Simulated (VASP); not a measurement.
# CuAu (P4/mmm) in VASP: notebook

The runs below take CuAu through single point, with LDA.

Program: VASP 6.6.1. These are calculated values, not measurements. Logs are shortened: lines on timing, memory, paths and dates and some standing lists are left out, and cuts for length are marked.

## Step 1: The cell of the first run

The structure is tetragonal, space group P4/mmm (No. 123). The conventional cell has a = 2.811 Å, b = 2.811 Å, c = 3.685 Å, α = 90.00°, β = 90.00°, γ = 90.00°. Within 3.6 Å of Cu (site symmetry 4/mmm) lie 8 Au at 2.71 Å and 4 Cu at 2.81 Å. Within 3.6 Å of Au (site symmetry 4/mmm) lie 8 Cu at 2.71 Å and 4 Au at 2.81 Å.

## Step 2: Single point, LDA

File INCAR:

```
ALGO = Normal ; EDIFF = 1E-6
ENCUT = 520 ; GGA = CA
ISIF = 2 ; ISMEAR = -1
LASPH = T ; LCHARG = F
LREAL = F ; LWAVE = F
NBANDS = 18 ; NELM = 80
PREC = Accurate ; SIGMA = 0.1
```

File KPOINTS:

```
k-points
0
Gamma
  6 6 5
```

File POSCAR:

```
CuAu
1.0
    2.8107494600      0.0000000000      0.0000000000
    0.0000000000      2.8107494600      0.0000000000
    0.0000000000      0.0000000000      3.6850000000
Cu Au
1 1
Direct
    0.5000000000      0.5000000000      0.5000000000
    0.0000000000      0.0000000000      0.0000000000
```

Potentials or basis: VASP PAW LDA potentials, release 64 (Cu, Au).

Started as:

```bash
cat potpaw_LDA.64/Cu/POTCAR potpaw_LDA.64/Au/POTCAR > POTCAR
mpirun -np 1 vasp_std > vasp.out
```

OUTCAR:

```text
EDIFF = 1E-6
   ENCUT = 520
   GGA = CA
   ISIF = 2
   ISMEAR = -1
   LASPH = T
   LREAL = F
   NELM = 80
   PREC = Accurate

 ion  position               nearest neighbor table
   1  0.500  0.500  0.500-   2 2.71   2 2.71   2 2.71   2 2.71   2 2.71   2 2.71   2 2.71   2 2.71

   2  0.000  0.000  0.000-   1 2.71   1 2.71   1 2.71   1 2.71   1 2.71   1 2.71   1 2.71   1 2.71

  LATTYP: Found a simple tetragonal cell.
 ALAT       =     2.8107494600
 C/A-ratio  =     1.3110382311

  Lattice vectors:

 A1 = (   2.8107494600,   0.0000000000,   0.0000000000)
 A2 = (   0.0000000000,   2.8107494600,   0.0000000000)
 A3 = (   0.0000000000,   0.0000000000,   3.6850000000)

Analysis of symmetry for initial positions (statically):
=====================================================================
 Subroutine PRICEL returns:
 Original cell was already a primitive cell.

 Routine SETGRP: Setting up the symmetry group for a
 simple tetragonal supercell.

 Subroutine GETGRP returns: Found 16 space group operations
 (whereof 16 operations were pure point group operations)
 out of a pool of 16 trial point group operations.

The static configuration has the point symmetry D_4h.

Analysis of symmetry for dynamics (positions and initial velocities):
=====================================================================
 Subroutine PRICEL returns:
 Original cell was already a primitive cell.

 Routine SETGRP: Setting up the symmetry group for a
 simple tetragonal supercell.

 Subroutine GETGRP returns: Found 16 space group operations
 (whereof 16 operations were pure point group operations)
 out of a pool of 16 trial point group operations.

The dynamic configuration has the point symmetry D_4h.

 Subroutine INISYM returns: Found 16 space group operations
 (whereof 16 operations are pure point group operations),
 and found     1 'primitive' translations

----------------------------------------------------------------------------------------

                                     Primitive cell

  volume of cell :      29.1127

  direct lattice vectors                    reciprocal lattice vectors
     2.810749460  0.000000000  0.000000000     0.355776996  0.000000000  0.000000000
     0.000000000  2.810749460  0.000000000     0.000000000  0.355776996  0.000000000
     0.000000000  0.000000000  3.685000000     0.000000000  0.000000000  0.271370421

  length of vectors
     2.810749460  2.810749460  3.685000000     0.355776996  0.355776996  0.271370421

  position of ions in fractional coordinates (direct lattice)
     0.500000000  0.500000000  0.500000000
     0.000000000  0.000000000  0.000000000

  ion indices of the primitive-cell ions
   primitive index   ion index
                 1           1
                 2           2

----------------------------------------------------------------------------------------

 KPOINTS: k-points

Automatic generation of k-mesh.
 Grid dimensions read from file:
 generate k-points for:    6    6    5

 Generating k-lattice:

  Cartesian coordinates                     Fractional coordinates (reciprocal lattice)
     0.059296166  0.000000000  0.000000000     0.166666667  0.000000000  0.000000000
     0.000000000  0.059296166  0.000000000     0.000000000  0.166666667  0.000000000
     0.000000000  0.000000000  0.054274084     0.000000000  0.000000000  0.200000000

  Length of vectors
     0.059296166  0.059296166  0.054274084

  Shift w.r.t. Gamma in fractional coordinates (k-lattice)
     0.000000000  0.000000000  0.000000000

 Subroutine IBZKPT returns following result:
 ===========================================

 Found     30 irreducible k-points:

 Following reciprocal coordinates:
            Coordinates               Weight
  0.000000  0.000000  0.000000      1.000000
  0.166667  0.000000  0.000000      4.000000
  0.333333  0.000000  0.000000      4.000000
  0.500000  0.000000  0.000000      2.000000
  0.166667  0.166667  0.000000      4.000000
  0.333333  0.166667  0.000000      8.000000
[... 16 lines left out ...]
  0.333333  0.000000  0.400000      8.000000
  0.500000  0.000000  0.400000      4.000000
 [... further k-points ...]
   k-points           NKPTS =     30   k-points in BZ     NKDIM =     30   number of bands    NBANDS=     18
   number of dos      NEDOS =    301   number of ions     NIONS =      2
   total plane-waves  NPLWV =  16128
   dimension x,y,z NGX =    24 NGY =   24 NGZ =   28
   dimension x,y,z NGXF=    48 NGYF=   48 NGZF=   56
   ions per type =               1   1
   NGX,Y,Z   is equivalent  to a cutoff of  14.20, 14.20, 12.63 a.u.
   NGXF,Y,Z  is equivalent  to a cutoff of  28.39, 28.39, 25.26 a.u.
 SYSTEM =  unknown system
   PREC   = accura    normal or accurate (medium, high low for compatibility)
   ISTART =      0    job   : 0-new  1-cont  2-samecut
   ICHARG =      2    charge: 1-file 2-atom 10-const
   ISPIN  =      1    spin polarized calculation?
   LNONCOLLINEAR =      F non collinear calculations
   LSORBIT =      F    spin-orbit coupling
   LASPH  =      T    aspherical Exc in radial PAW
   ENCUT  =  520.0 eV  38.22 Ry    6.18 a.u.   5.23  5.23  6.85*2*pi/ulx,y,z
   NELM   =     80;   NELMIN=  2; NELMDL= -5     # of ELM steps
   EDIFF  = 0.1E-05   stopping-criterion for ELM
   LREAL  =      F    real-space projection
   EDIFFG = 0.1E-04   stopping-criterion for IOM
   NSW    =      0    number of steps for IOM
   IBRION =     -1    ionic relax: 0-MD 1-quasi-New 2-CG
   NFREE  =      0    steps in history (QN), initial steepest desc. (CG)
   ISIF   =      2    stress and relaxation
   ISYM   =      2    0-nonsym 1-usesym 2-fastsym
   POTIM  = 0.5000    time-step for ionic-motion
   TEBEG  =    0.0;   TEEND  =   0.0 temperature during run
   PSTRESS=    0.0 pullay stress
   NELECT =      22.0000    total number of electrons
   NUPDOWN=      -1.0000    fix difference up-down
   EMIN   =  10.00;   EMAX   =-10.00  energy-range for DOS
   EFERMI =   0.00;   METHOD = LEGACY
   ISMEAR =    -1;   SIGMA  =   0.10  broadening in eV -4-tet -1-fermi 0-gaus
   EFERMI_NEDOS =   21; number of points for ismear=-14 and -15
   IALGO  =     38    algorithm
   IMIX   =      4    mixing-type and parameters
     AMIX     =   0.40;   BMIX     =  1.00
     AMIX_MAG =   1.60;   BMIX_MAG =  1.00
  volume/ion in A,a.u.               =      14.56        98.23
  Fermi-wavevector in a.u.,A,eV,Ry     =   1.491152  2.817868 30.253005  2.223533
  Thomas-Fermi vector in A             =   2.603843
   LORBIT       =      0    0 simple, 1 ext, 2 COOP (PROOUT), +10 PAW based schemes
   GGA     = CA    functional components
   LHFCALC =     F    Hartree Fock is set to
   AEXX    =    0.0000 exact exchange contribution
   IVDW    =     0    specifies the selected vdW correction
   LEPSILON=     F    determine dielectric tensor
   LRPA    =     F    only Hartree local field effects (RPA)
 non-spin polarized calculation
  energy-cutoff  :      520.00
  volume of cell :       29.11
 maximum number of plane-waves:       800
 NGX is ok and might be reduce to    24
   NGX = 11   NGY = 11   NGZ = 13

 number of electron      22.0000010 magnetization

 Free energy of the ion-electron system (eV)
  ---------------------------------------------------
  ext. energy  EPLUGINS =         0.00000000
  ---------------------------------------------------
  free energy    TOTEN  =        -9.19552703 eV

  energy without entropy =       -9.17325158  energy(sigma->0) =       -9.18438930

 E-fermi :   8.4928     XC(G=0): -12.9738

 val. band max:        8.4747556006   @ k =   0.5000   0.1667   0.0000
 cond. band min:       8.5405209278   @ k =   0.5000   0.3333   0.0000
 fundamental gap:      0.0657653271
 Fermi energy:         8.4928108408

 k-point     1 :       0.0000    0.0000    0.0000
  band No.  band energies     occupation
      1      -1.2857      2.00000
      2       1.8738      2.00000
      3       2.0601      2.00000
      4       4.4305      2.00000
      5       4.4305      2.00000
      6       5.4993      2.00000
[... 10 lines left out ...]
     17      25.3535      0.00000
     18      25.9328      0.00000

 k-point     2 :       0.1667    0.0000    0.0000
  band No.  band energies     occupation
      1      -0.6582      2.00000
      2       2.1368      2.00000
      3       2.4725      2.00000
      4       4.0619      2.00000
      5       4.5794      2.00000
      6       5.2352      2.00000
[... 10 lines left out ...]
     17      25.8323      0.00000
     18      27.6875      0.00000

 k-point     3 :       0.3333    0.0000    0.0000
  band No.  band energies     occupation
      1       0.8482      2.00000
      2       2.6517      2.00000
      3       3.3174      2.00000
      4       3.5459      2.00000
      5       4.6860      2.00000
      6       4.9548      2.00000
[... 10 lines left out ...]
     17      22.9138      0.00000
     18      25.7850      0.00000

 k-point     4 :       0.5000    0.0000    0.0000
  band No.  band energies     occupation
      1       1.7827      2.00000
      2       2.9682      2.00000
      3       3.1769      2.00000
      4       3.9767      2.00000
      5       4.4158      2.00000
      6       5.2333      2.00000
[... 10 lines left out ...]
     17      24.4795      0.00000
     18      25.6143      0.00000

 k-point     5 :       0.1667    0.1667    0.0000
  band No.  band energies     occupation
      1      -0.0405      2.00000
      2       2.5978      2.00000
      3       2.6477      2.00000
      4       3.9428      2.00000
      5       4.2776      2.00000
      6       4.8628      2.00000
[... 10 lines left out ...]
     17      26.5358      0.00000
     18      26.8100      0.00000

 k-point     6 :       0.3333    0.1667    0.0000
  band No.  band energies     occupation
      1       1.3957      2.00000
      2       3.0203      2.00000
      3       3.2438      2.00000
      4       3.3344      2.00000
      5       4.1154      2.00000
      6       4.6763      2.00000
[... 10 lines left out ...]
     17      22.9045      0.00000
     18      24.6980      0.00000

 k-point     7 :       0.5000    0.1667    0.0000
  band No.  band energies     occupation
      1       2.5067      2.00000
      2       2.8487      2.00000
      3       2.8873      2.00000
      4       3.3049      2.00000
      5       4.0707      2.00000
      6       5.1987      2.00000
[... 10 lines left out ...]
     17      20.9176      0.00000
     18      22.4317      0.00000

 k-point     8 :       0.3333    0.3333    0.0000
  band No.  band energies     occupation
      1       1.8928      2.00000
      2       2.8473      2.00000
      3       3.0680      2.00000
      4       3.1734      2.00000
      5       4.6390      2.00000
      6       5.4138      2.00000
[... 10 lines left out ...]
     17      22.0127      0.00000
     18      22.2103      0.00000
[... 229 lines left out ...]
     17      20.8174      0.00000
     18      22.7393      0.00000

 k-point    20 :       0.5000    0.5000    0.2000
  band No.  band energies     occupation
      1       1.5381      2.00000
      2       2.7016      2.00000
      3       2.7016      2.00000
      4       3.3423      2.00000
      5       6.2036      2.00000
      6       6.2036      2.00000
[... 10 lines left out ...]
     17      18.8426      0.00000
     18      19.1714      0.00000

 k-point    21 :       0.0000    0.0000    0.4000
  band No.  band energies     occupation
      1       0.2746      2.00000
      2       2.1016      2.00000
      3       2.5346      2.00000
      4       4.7450      2.00000
      5       4.7450      2.00000
      6       5.2904      2.00000
[... 10 lines left out ...]
     17      24.9952      0.00000
     18      24.9961      0.00000

 k-point    22 :       0.1667    0.0000    0.4000
  band No.  band energies     occupation
      1       0.8207      2.00000
      2       2.3555      2.00000
      3       2.6807      2.00000
      4       4.2774      2.00000
      5       4.6510      2.00000
      6       5.1506      2.00000
[... 10 lines left out ...]
     17      25.5132      0.00000
     18      25.5882      0.00000

 k-point    23 :       0.3333    0.0000    0.4000
  band No.  band energies     occupation
      1       1.5249      2.00000
      2       1.9967      2.00000
      3       4.2308      2.00000
      4       4.3176      2.00000
      5       4.5030      2.00000
      6       4.5672      2.00000
[... 10 lines left out ...]
     17      25.4950      0.00000
     18      26.3372      0.00000

 k-point    24 :       0.5000    0.0000    0.4000
  band No.  band energies     occupation
      1       1.6232      2.00000
      2       1.8341      2.00000
      3       4.0312      2.00000
      4       4.2885      2.00000
      5       4.4673      2.00000
      6       5.7530      2.00000
[... 10 lines left out ...]
     17      25.0392      0.00000
     18      26.4843      0.00000

 [... further k-points ...]
[... 5 lines left out ...]
  --------------------------------------------------------------------------------------
  -------------------------------------------------------------------------------------
  Total       -1.4942179     -1.4942179     -1.6617962      0.0000000      0.0000000      0.0000000
  in kB      -82.2323615    -82.2323615    -91.4548176      0.0000000      0.0000000      0.0000000
  external PRESSURE =     -85.3065135 kB  Pullay stress =       0.0000000 kB

 VOLUME and BASIS-vectors are now :
 -----------------------------------------------------------------------------
  energy-cutoff  :      520.00
  volume of cell :       29.11
      direct lattice vectors                 reciprocal lattice vectors
     2.810749460  0.000000000  0.000000000     0.355776996  0.000000000  0.000000000
     0.000000000  2.810749460  0.000000000     0.000000000  0.355776996  0.000000000
     0.000000000  0.000000000  3.685000000     0.000000000  0.000000000  0.271370421

 POSITION                                       TOTAL-FORCE (eV/Angst)
 -----------------------------------------------------------------------------------
      1.40537      1.40537      1.84250         0.000000      0.000000      0.000000
      0.00000      0.00000      0.00000         0.000000      0.000000      0.000000
 -----------------------------------------------------------------------------------
    total drift:                                0.000000      0.000000     -0.000000

  FREE ENERGIE OF THE ION-ELECTRON SYSTEM (eV)
  ---------------------------------------------------
  free  energy   TOTEN  =        -9.1955270279 eV

  energy  without entropy=       -9.1732515764  energy(sigma->0) =       -9.18438930
```

It took 12 s on 1 thread of AMD EPYC 7R43 (Zen 3), shared host; peak memory 0.11 GiB.

Results:

```
Free energy            : -9.1955 eV
Pressure               : -8.5 GPa
Band gap on the k mesh : zero (band 11 reaches 13.13 eV, above the bottom of band 12 at 6.52 eV)
```

Caveat: the k points lie up to 0.37 Å⁻¹ apart; spin-orbit coupling is left out, which moves the levels of the heavy elements.

## Step 3: Single point, LDA

File INCAR:

```
SYSTEM = CuAu
  ALGO = Normal
  EDIFF = 1E-6
  ENCUT = 520
  GGA = CA
  ISIF = 2
  ISMEAR = -1
  LASPH = .True.
  LCHARG = .False.
  LREAL = .False.
  LWAVE = .False.
  NBANDS = 18
  NELM = 100
  PREC = Accurate
  SIGMA = 0.1
```

File KPOINTS:

```
k-points
0
Gamma
  10 10 8
  0 0 0
```

POSCAR is that of step 2.

Potentials or basis: VASP PAW LDA potentials, release 64 (Cu, Au).

Started as:

```bash
cat potpaw_LDA.64/Cu/POTCAR potpaw_LDA.64/Au/POTCAR > POTCAR
mpirun -np 1 vasp_std > vasp.out
```

Wall time 54 s (1 thread of AMD EPYC 7R43 (Zen 3), shared host); peak memory 0.14 GiB.

Results (log left out):

| Quantity | Value |
| --- | --- |
| Free energy | -9.2297 eV |
| Pressure | -8.4 GPa |
| Band gap on the k mesh | zero (band 11 reaches 13.76 eV, above the bottom of band 12 at 6.49 eV) |

Stress tensor (GPa, compression positive):
```
-7.96  0.00  0.00
 0.00 -7.96  0.00
 0.00  0.00 -9.13
```

Levels at points of the mesh, in eV from the Fermi level:
| k point | band 9 | band 10 | band 11 | band 12 | band 13 | band 14 |
| --- | --- | --- | --- | --- | --- | --- |
| (0.00, 0.00, 0.00) | -1.71 | -1.49 | -1.49 | 2.08 | 8.02 | 9.96 |
| (0.50, 0.00, 0.00) | -2.43 | -2.24 | -0.89 | -0.12 | 9.40 | 9.50 |
| (0.50, 0.50, 0.00) | -1.39 | -1.39 | 0.66 | 0.66 | 5.15 | 6.80 |
| (0.00, 0.00, 0.50) | -2.38 | -2.37 | -2.37 | -2.01 | 14.41 | 14.55 |
| (0.50, 0.00, 0.50) | -1.62 | -1.56 | -1.04 | -1.02 | 2.67 | 4.36 |
| (0.50, 0.50, 0.50) | -1.66 | -1.62 | 5.26 | 5.50 | 5.50 | 6.15 |

Caveat: spin-orbit coupling is left out, which moves the levels of the heavy elements.
